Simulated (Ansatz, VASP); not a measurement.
SrLiH3: VASP beside Ansatz

File INCAR:

```
SYSTEM = SrLiH3
PREC = Accurate
ENCUT = 520
EDIFF = 1E-6
ISMEAR = 0
SIGMA = 0.05
LREAL = .False.
LASPH = .True.
NELM = 100
ALGO = Normal
ISIF = 2
LWAVE = .False.
LCHARG = .True.
GGA = PE
LELF = .True.
LVHAR = .True.
NBANDS = 16
```

KPOINTS

```
Automatic mesh
0
Gamma
  6 6 6
  0 0 0
```

The input POSCAR:

```
SrLiH3
1.0
    4.3992514500      0.0000000000      0.0000000000
    0.0000000000      4.3992514500      0.0000000000
    0.0000000000      0.0000000000      4.3992514500
Li Sr H
1 1 3
Direct
    0.0000000000      0.0000000000      0.0000000000
    0.5000000000      0.5000000000      0.5000000000
    0.0000000000      0.5000000000      0.5000000000
    0.5000000000      0.0000000000      0.5000000000
    0.5000000000      0.5000000000      0.0000000000
```

Input for Ansatz:

```yaml
crystal:
  lattice:
    - [4.39925145, 0.0, 0.0]
    - [0.0, 4.39925145, 0.0]
    - [0.0, 0.0, 4.39925145]
  atoms:
    - { symbol: Li, position: [0.0, 0.0, 0.0] }
    - { symbol: Sr, position: [0.5, 0.5, 0.5] }
    - { symbol: H, position: [0.0, 0.5, 0.5] }
    - { symbol: H, position: [0.5, 0.0, 0.5] }
    - { symbol: H, position: [0.5, 0.5, 0.0] }
basis:
  ecutwfc: 420
kpoints:
  mp_grid: { grid: [6, 6, 6] }
hamiltonian:
  xc: pbe
scf:
  occupations: { method: gaussian, width: 0.05 }
output:
  forces: true
  stress: true
  eigenvalues: true
```

Change from the starting cell: strain -0.050 along x and y, -0.050 along z, atoms carried along.

Alike in both runs: task single point; functional PBE; k mesh 6 × 6 × 6; occupations gaussian, width 0.05 eV; no spin polarisation.

```csv
,VASP,Ansatz
version,VASP 6.6.1,Ansatz 0.2.0
potentials or method,"VASP PAW PBE potentials, release 64 (Li_sv, Sr_sv, H), cutoff 520 eV","scalar-relativistic, plane waves, PAW"
valence electrons in the cell,16,16
```

VASP gave:

```
gap on the k mesh at the Fermi level (eV) : 1.53
least direct gap on the mesh (eV)         : 2.05
```

**Question.** Estimate Ansatz's values.

**Answer.** gap on the k mesh at the Fermi level (eV): 1.54; least direct gap on the mesh (eV): 2.05.

Noted on VASP's run: the cutoff is under 1.25 times that of the potentials, so the pressure is a little rough.
